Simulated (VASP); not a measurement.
# WC (I4/mmm) in VASP: further runs

The runs below take WC through single point, with PBEsol.

Everything below comes from runs of VASP 6.6.1. Logs are shortened: lines on timing, memory, paths and dates and some standing lists are left out, and cuts for length are marked.

## 1. The cell of the first run

It takes space group I4/mmm (No. 139, tetragonal). Conventional cell: a = 2.919 Å, b = 2.919 Å, c = 4.345 Å, α = 90.00°, β = 90.00°, γ = 90.00°. Within 2.7 Å of W (site symmetry 4/mmm) lie 6 C at 2.06 to 2.17 Å. C (site symmetry 4/mmm) has 6 W at 2.06 to 2.17 Å within 2.7 Å.

## 2. Single point, PBEsol (strain -0.050 along x and y, +0.000 along z)

INCAR reads:

```
SYSTEM = WC
PREC = Accurate
ENCUT = 520
EDIFF = 1E-7
ISMEAR = 0
SIGMA = 0.15
LREAL = .False.
LASPH = .True.
NELM = 60
ALGO = Normal
ISIF = 2
LWAVE = .False.
LCHARG = .False.
GGA = PS
NBANDS = 16
```

KPOINTS reads:

```
Automatic mesh
0
Gamma
  24 24 24
  0 0 0
```

POSCAR reads:

```
WC
1.0
    0.0000000000      2.0640511055      2.1726853742
    2.0640511055      0.0000000000      2.1726853742
    2.0640511055      2.0640511055      0.0000000000
W C
1 1
Direct
    0.0000000000      0.0000000000      0.0000000000
    0.5000000000      0.5000000000      0.5000000000
```

Potentials or basis: VASP PAW PBE potentials, release 64 (W_sv, C).

Run with:

```
> cat potpaw_PBE.64/W_sv/POTCAR potpaw_PBE.64/C/POTCAR > POTCAR
> mpirun -np 1 vasp_std > vasp.out
```

OUTCAR:

```text
SYSTEM = WC
   PREC = Accurate
   ENCUT = 520
   EDIFF = 1E-7
   ISMEAR = 0
   LREAL = .False.
   LASPH = .True.
   NELM = 60
   ISIF = 2
   GGA = PS

 ion  position               nearest neighbor table
   1  0.000  0.000  0.000-   2 2.06   2 2.06   2 2.06   2 2.06   2 2.17   2 2.17
   2  0.500  0.500  0.500-   1 2.06   1 2.06   1 2.06   1 2.06   1 2.17   1 2.17

  LATTYP: Found a body centered tetragonal cell.
 ALAT       =     2.9190090668
 C/A-ratio  =     1.4886458551

  Lattice vectors:

 A1 = (  -2.0640511055,   0.0000000000,   2.1726853742)
 A2 = (   2.0640511055,   0.0000000000,   2.1726853742)
 A3 = (   0.0000000000,   2.0640511055,  -2.1726853742)

Analysis of symmetry for initial positions (statically):
=====================================================================
 Subroutine PRICEL returns:
 Original cell was already a primitive cell.

 Routine SETGRP: Setting up the symmetry group for a
 body centered tetragonal supercell.

 Subroutine GETGRP returns: Found 16 space group operations
 (whereof 16 operations were pure point group operations)
 out of a pool of 16 trial point group operations.

The static configuration has the point symmetry D_4h.

Analysis of symmetry for dynamics (positions and initial velocities):
=====================================================================
 Subroutine PRICEL returns:
 Original cell was already a primitive cell.

 Routine SETGRP: Setting up the symmetry group for a
 body centered tetragonal supercell.

 Subroutine GETGRP returns: Found 16 space group operations
 (whereof 16 operations were pure point group operations)
 out of a pool of 16 trial point group operations.

The dynamic configuration has the point symmetry D_4h.

 Subroutine INISYM returns: Found 16 space group operations
 (whereof 16 operations are pure point group operations),
 and found     1 'primitive' translations

----------------------------------------------------------------------------------------

                                     Primitive cell

  volume of cell :      18.5126

  direct lattice vectors                    reciprocal lattice vectors
     0.000000000  2.064051105  2.172685374    -0.242242064  0.242242064  0.230129961
     2.064051105  0.000000000  2.172685374     0.242242064 -0.242242064  0.230129961
     2.064051105  2.064051105  0.000000000     0.242242064  0.242242064 -0.230129961

  length of vectors
     2.996809754  2.996809754  2.919009067     0.412701144  0.412701144  0.412701144

  position of ions in fractional coordinates (direct lattice)
     0.000000000  0.000000000  0.000000000
     0.500000000  0.500000000  0.500000000

  ion indices of the primitive-cell ions
   primitive index   ion index
                 1           1
                 2           2

----------------------------------------------------------------------------------------

 KPOINTS: Automatic mesh

Automatic generation of k-mesh.
 Grid dimensions read from file:
 generate k-points for:   24   24   24

 Generating k-lattice:

  Cartesian coordinates                     Fractional coordinates (reciprocal lattice)
    -0.010093419  0.010093419  0.009588748     0.041666667  0.000000000  0.000000000
     0.010093419 -0.010093419  0.009588748     0.000000000  0.041666667  0.000000000
     0.010093419  0.010093419 -0.009588748     0.000000000  0.000000000  0.041666667

  Length of vectors
     0.017195881  0.017195881  0.017195881

  Shift w.r.t. Gamma in fractional coordinates (k-lattice)
     0.000000000  0.000000000  0.000000000

 Subroutine IBZKPT returns following result:
 ===========================================

 Found   1063 irreducible k-points:

 Following reciprocal coordinates:
            Coordinates               Weight
  0.000000  0.000000  0.000000      1.000000
  0.041667 -0.000000  0.000000      8.000000
  0.083333 -0.000000  0.000000      8.000000
  0.125000 -0.000000  0.000000      8.000000
  0.166667 -0.000000  0.000000      8.000000
  0.208333  0.000000  0.000000      8.000000
[... 16 lines left out ...]
  0.416667  0.041667  0.000000      8.000000
  0.458333  0.041667  0.000000      8.000000
 [... further k-points ...]
   k-points           NKPTS =   1063   k-points in BZ     NKDIM =   1063   number of bands    NBANDS=     16
   number of dos      NEDOS =    301   number of ions     NIONS =      2
   total plane-waves  NPLWV =  13824
   dimension x,y,z NGX =    24 NGY =   24 NGZ =   24
   dimension x,y,z NGXF=    48 NGYF=   48 NGZF=   48
   ions per type =               1   1
   NGX,Y,Z   is equivalent  to a cutoff of  13.31, 13.31, 13.67 a.u.
   NGXF,Y,Z  is equivalent  to a cutoff of  26.63, 26.63, 27.34 a.u.
 SYSTEM =  WC
   PREC   = accura    normal or accurate (medium, high low for compatibility)
   ISTART =      0    job   : 0-new  1-cont  2-samecut
   ICHARG =      2    charge: 1-file 2-atom 10-const
   ISPIN  =      1    spin polarized calculation?
   LNONCOLLINEAR =      F non collinear calculations
   LSORBIT =      F    spin-orbit coupling
   LASPH  =      T    aspherical Exc in radial PAW
   ENCUT  =  520.0 eV  38.22 Ry    6.18 a.u.   5.57  5.57  5.43*2*pi/ulx,y,z
   NELM   =     60;   NELMIN=  2; NELMDL= -5     # of ELM steps
   EDIFF  = 0.1E-06   stopping-criterion for ELM
   LREAL  =      F    real-space projection
   EDIFFG = 0.1E-05   stopping-criterion for IOM
   NSW    =      0    number of steps for IOM
   IBRION =     -1    ionic relax: 0-MD 1-quasi-New 2-CG
   NFREE  =      0    steps in history (QN), initial steepest desc. (CG)
   ISIF   =      2    stress and relaxation
   ISYM   =      2    0-nonsym 1-usesym 2-fastsym
   POTIM  = 0.5000    time-step for ionic-motion
   TEBEG  =    0.0;   TEEND  =   0.0 temperature during run
   PSTRESS=    0.0 pullay stress
   NELECT =      18.0000    total number of electrons
   NUPDOWN=      -1.0000    fix difference up-down
   EMIN   =  10.00;   EMAX   =-10.00  energy-range for DOS
   EFERMI =   0.00;   METHOD = LEGACY
   ISMEAR =     0;   SIGMA  =   0.15  broadening in eV -4-tet -1-fermi 0-gaus
   EFERMI_NEDOS =   21; number of points for ismear=-14 and -15
   IALGO  =     38    algorithm
   IMIX   =      4    mixing-type and parameters
     AMIX     =   0.40;   BMIX     =  1.00
     AMIX_MAG =   1.60;   BMIX_MAG =  1.00
  volume/ion in A,a.u.               =       9.26        62.46
  Fermi-wavevector in a.u.,A,eV,Ry     =   1.621847  3.064846 35.788577  2.630386
  Thomas-Fermi vector in A             =   2.715556
   LORBIT       =      0    0 simple, 1 ext, 2 COOP (PROOUT), +10 PAW based schemes
   GGA     = PS    functional components
   LHFCALC =     F    Hartree Fock is set to
   AEXX    =    0.0000 exact exchange contribution
   IVDW    =     0    specifies the selected vdW correction
   LEPSILON=     F    determine dielectric tensor
   LRPA    =     F    only Hartree local field effects (RPA)
 non-spin polarized calculation
 Gauss-broadening in eV      SIGMA  =   0.15
  energy-cutoff  :      520.00
  volume of cell :       18.51
 maximum number of plane-waves:       533
   NGX = 11   NGY = 11   NGZ = 11

 number of electron      18.0000001 magnetization

 Free energy of the ion-electron system (eV)
  ---------------------------------------------------
  ext. energy  EPLUGINS =         0.00000000
  ---------------------------------------------------
  free energy    TOTEN  =       -22.60211955 eV

  energy without entropy =      -22.59247133  energy(sigma->0) =      -22.59729544

 E-fermi :  14.3066     XC(G=0): -14.5721

 val. band max:       14.3037249095   @ k =   0.5000   0.0417   0.1250
 cond. band min:      14.3074621216   @ k =   0.1250   0.1250   0.0000
 fundamental gap:      0.0037372121
 Fermi energy:        14.3065763057

 k-point     1 :       0.0000    0.0000    0.0000
  band No.  band energies     occupation
      1     -60.9529      2.00000
      2     -24.9376      2.00000
      3     -24.9376      2.00000
      4     -24.9221      2.00000
      5      -2.6119      2.00000
      6      10.5571      2.00000
[... 8 lines left out ...]
     15      23.8133      0.00000
     16      39.5868      0.00000

 k-point     2 :       0.0417   -0.0000    0.0000
  band No.  band energies     occupation
      1     -60.9517      2.00000
      2     -24.9531      2.00000
      3     -24.9387      2.00000
      4     -24.9267      2.00000
      5      -2.5523      2.00000
      6      10.4900      2.00000
[... 8 lines left out ...]
     15      23.9554      0.00000
     16      38.8600      0.00000

 k-point     3 :       0.0833   -0.0000    0.0000
  band No.  band energies     occupation
      1     -60.9481      2.00000
      2     -25.0035      2.00000
      3     -24.9417      2.00000
      4     -24.9349      2.00000
      5      -2.3761      2.00000
      6      10.1881      2.00000
[... 8 lines left out ...]
     15      24.3682      0.00000
     16      37.4374      0.00000

 k-point     4 :       0.1250   -0.0000    0.0000
  band No.  band energies     occupation
      1     -60.9424      2.00000
      2     -25.0845      2.00000
      3     -24.9466      2.00000
      4     -24.9464      2.00000
      5      -2.0900      2.00000
      6       9.6010      2.00000
[... 8 lines left out ...]
     15      25.0105      0.00000
     16      35.8902      0.00000

 k-point     5 :       0.1667   -0.0000    0.0000
  band No.  band energies     occupation
      1     -60.9351      2.00000
      2     -25.1888      2.00000
      3     -24.9609      2.00000
      4     -24.9530      2.00000
      5      -1.7049      2.00000
      6       8.8782      2.00000
[... 8 lines left out ...]
     15      25.8077      0.00000
     16      34.4540      0.00000

 k-point     6 :       0.2083    0.0000    0.0000
  band No.  band energies     occupation
      1     -60.9265      2.00000
      2     -25.3083      2.00000
      3     -24.9777      2.00000
      4     -24.9603      2.00000
      5      -1.2347      2.00000
      6       8.1248      2.00000
[... 8 lines left out ...]
     15      26.6494      0.00000
     16      33.3234      0.00000

 k-point     7 :       0.2500   -0.0000    0.0000
  band No.  band energies     occupation
      1     -60.9172      2.00000
      2     -25.4343      2.00000
      3     -24.9956      2.00000
      4     -24.9682      2.00000
      5      -0.6953      2.00000
      6       7.3745      2.00000
[... 8 lines left out ...]
     15      27.4170      0.00000
     16      32.5249      0.00000

 k-point     8 :       0.2917    0.0000    0.0000
  band No.  band energies     occupation
      1     -60.9080      2.00000
      2     -25.5579      2.00000
      3     -25.0134      2.00000
      4     -24.9760      2.00000
      5      -0.1033      2.00000
      6       6.6385      2.00000
[... 8 lines left out ...]
     15      28.0797      0.00000
     16      31.3671      0.00000

 k-point     9 :       0.3333   -0.0000    0.0000
  band No.  band energies     occupation
      1     -60.8994      2.00000
      2     -25.6711      2.00000
      3     -25.0299      2.00000
      4     -24.9833      2.00000
      5       0.5251      2.00000
      6       5.9206      2.00000
[... 8 lines left out ...]
     15      28.6526      0.00000
     16      30.0630      0.00000
[... 172 lines left out ...]
 k-point    19 :       0.2500    0.0417    0.0000
  band No.  band energies     occupation
      1     -60.9204      2.00000
      2     -25.3798      2.00000
      3     -24.9896      2.00000
      4     -24.9814      2.00000
      5      -0.8976      2.00000
      6       7.4818      2.00000
[... 8 lines left out ...]
     15      27.1976      0.00000
     16      32.1893      0.00000

 k-point    20 :       0.2917    0.0417    0.0000
  band No.  band energies     occupation
      1     -60.9111      2.00000
      2     -25.5038      2.00000
      3     -25.0080      2.00000
      4     -24.9893      2.00000
      5      -0.3323      2.00000
      6       6.7837      2.00000
[... 8 lines left out ...]
     15      27.8518      0.00000
     16      31.5315      0.00000

 k-point    21 :       0.3333    0.0417    0.0000
  band No.  band energies     occupation
      1     -60.9023      2.00000
      2     -25.6209      2.00000
      3     -25.0262      2.00000
      4     -24.9958      2.00000
      5       0.2750      2.00000
      6       6.1013      2.00000
[... 8 lines left out ...]
     15      28.4120      0.00000
     16      30.4389      0.00000

 k-point    22 :       0.3750    0.0417    0.0000
  band No.  band energies     occupation
      1     -60.8943      2.00000
      2     -25.7237      2.00000
      3     -25.0430      2.00000
      4     -25.0006      2.00000
      5       0.9093      2.00000
      6       5.4329      2.00000
[... 8 lines left out ...]
     15      28.7342      0.00000
     16      29.3317      0.00000

 k-point    23 :       0.4167    0.0417    0.0000
  band No.  band energies     occupation
      1     -60.8879      2.00000
      2     -25.8059      2.00000
      3     -25.0571      2.00000
      4     -25.0034      2.00000
      5       1.5575      2.00000
      6       4.7765      2.00000
[... 8 lines left out ...]
     15      28.0304      0.00000
     16      28.4360      0.00000

 k-point    24 :       0.4583    0.0417    0.0000
  band No.  band energies     occupation
      1     -60.8834      2.00000
      2     -25.8629      2.00000
      3     -25.0676      2.00000
      4     -25.0039      2.00000
      5       2.2074      2.00000
      6       4.1320      2.00000
[... 8 lines left out ...]
     15      27.1791      0.00000
     16      27.7909      0.00000

 [... further k-points ...]

------------------------ aborting loop because EDIFF is reached ----------------------------------------

  FORCE on cell =-STRESS in cart. coord.  units (eV):
  Direction    XX          YY          ZZ          XY          YZ          ZX
  --------------------------------------------------------------------------------------
  -------------------------------------------------------------------------------------
  Total        8.1141804      8.1141804      2.6231582      0.0000000     -0.0000000      0.0000000
  in kB      702.2431542    702.2431542    227.0216798      0.0000000     -0.0000000      0.0000000
  external PRESSURE =     543.8359960 kB  Pullay stress =       0.0000000 kB

 VOLUME and BASIS-vectors are now :
 -----------------------------------------------------------------------------
  energy-cutoff  :      520.00
  volume of cell :       18.51
      direct lattice vectors                 reciprocal lattice vectors
     0.000000000  2.064051105  2.172685374    -0.242242064  0.242242064  0.230129961
     2.064051105  0.000000000  2.172685374     0.242242064 -0.242242064  0.230129961
     2.064051105  2.064051105  0.000000000     0.242242064  0.242242064 -0.230129961

 POSITION                                       TOTAL-FORCE (eV/Angst)
 -----------------------------------------------------------------------------------
      0.00000      0.00000      0.00000        -0.000000      0.000000     -0.000000
      2.06405      2.06405      2.17269         0.000000      0.000000      0.000000
 -----------------------------------------------------------------------------------
    total drift:                                0.000000     -0.000000     -0.000000

  FREE ENERGIE OF THE ION-ELECTRON SYSTEM (eV)
  ---------------------------------------------------
  free  energy   TOTEN  =       -22.6021195479 eV

  energy  without entropy=      -22.5924713329  energy(sigma->0) =      -22.59729544
```

Wall time 3 min (1 thread of Intel Xeon 6975P-C, shared host); peak memory 0.42 GiB.

What came out:

```yaml
Free_energy: -22.6021 eV
Pressure: 54.4 GPa
Band_gap_on_the_k_mesh: zero (band 9 reaches 15.50 eV, above the bottom of band 10 at 11.95 eV)
```

Stress tensor (GPa, compression positive):
```
70.22  0.00  0.00
 0.00 70.22  0.00
 0.00  0.00 22.70
```

Caveat: the cell differs from its parent crystal (strain -0.050 along x and y, +0.000 along z); the PAW data sets were made with another functional, which shifts forces and pressure a little; spin-orbit coupling is left out, which moves the levels of the heavy elements.

(Continued in part 2 of 2.)
